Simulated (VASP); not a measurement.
Set up this calculation in VASP 6.6.1, as the native input.

```yaml
Task: single point
Functional: PBE
Dispersion: D3(BJ)
Potentials_or_basis: VASP PAW PBE potentials, release 64 (C, H)
Cutoff: 520 eV
k_mesh: 4 × 4 × 4
Occupations: gaussian, width 0.1 eV
Spin: no spin polarisation
Dipole_correction: no
Further_INCAR_settings: LREAL = Auto; ALGO = Normal; EDIFF = 1e-06; NBANDS = 86
```

The structure of HC32 (a cell with a defect) lies in POSCAR:

```
HC32
1.0
    0.0000000000      0.0000000000      7.1348525476
   -4.9294762873      4.2690516923      3.5674262738
   -4.9294762874     -4.2690516922      3.5674262738
C H
32 1
Direct
    0.3749424661      0.5404263415      0.7088972460
    0.8725955035      0.5421332336      0.7087020764
    0.2495807257      0.9186894888      0.5825752640
    0.7469669857      0.9167103818      0.5838015527
    0.1216002230      0.2933139127      0.4566876665
    0.6210022156      0.2915029887      0.4584953447
   -0.0019083366      0.6682119569      0.3337301790
    0.5015220563      0.6665094068      0.3347415806
    0.3734157582      0.0412961388      0.2078682609
    0.8743410648      0.0411004171      0.2095692135
    0.2499777839      0.4162652577      0.0817888675
    0.7527797577      0.4152595772      0.0834919852
    0.1712342312      0.7919737509      0.9580038323
    0.6278094377      0.7912453213      0.9587555910
    1.0008632503      0.1674243614      0.8313111457
    0.4974470369      0.1661970657      0.8332906512
    0.4958931414      0.3324540389      0.6667093028
   -0.0037414893      0.3344823179      0.6655279697
    0.3774158103      0.7084181546      0.5412423855
    0.8705825402      0.7090073546      0.5424298449
    0.2462553778      0.0844724623      0.4155185826
    0.7450993263      0.0832896246      0.4175420776
    0.1249885054      0.4590535942      0.2909471735
    0.6251408712      0.4576153744      0.2923864077
    0.5024283422      0.8335055217      0.1672940993
    0.0022593385      0.8346803268      0.1713892252
    0.3719784456      0.2075668561      0.0409940312
    0.8771092739      0.2087597092      0.0415823004
    0.2582404435      0.5786017535      0.9153165800
    0.7532273559      0.5827087030      0.9164947761
    0.1307515850      0.9627461969      0.7872528897
    0.6252496331      0.9579521809      0.7920481228
    0.3296618544     -0.2087649660     -0.0414242891
```

These files were run (other wordings do the same):

INCAR

```
PREC = Accurate ; ENCUT = 520
EDIFF = 1E-6 ; ISMEAR = 0
SIGMA = 0.1 ; LREAL = Auto
LASPH = T ; NELM = 80
ALGO = Normal ; ISIF = 2
LWAVE = F ; LCHARG = F
GGA = PE ; IVDW = 12
NBANDS = 86
```

KPOINTS

```
Automatic mesh
0
Gamma
  4 4 4
```

Potentials or basis: VASP PAW PBE potentials, release 64 (C, H).

Run with:

```bash
$ cat potpaw_PBE.64/C/POTCAR potpaw_PBE.64/H/POTCAR > POTCAR
$ mpirun -np 1 vasp_std > vasp.out
```

Results of the run:

```yaml
Pressure: 1.6 GPa
Largest_force: 0.024 eV/Å
Band_gap_on_the_k_mesh: zero (an odd number of electrons rules out a gap without spin polarisation)
Dispersion_energy_per_atom: -0.144 eV
```

It took 12 min on 1 thread of Intel(R) Xeon(R) 6975P-C (Granite Rapids), on a shared host, peak memory 0.75 GiB.
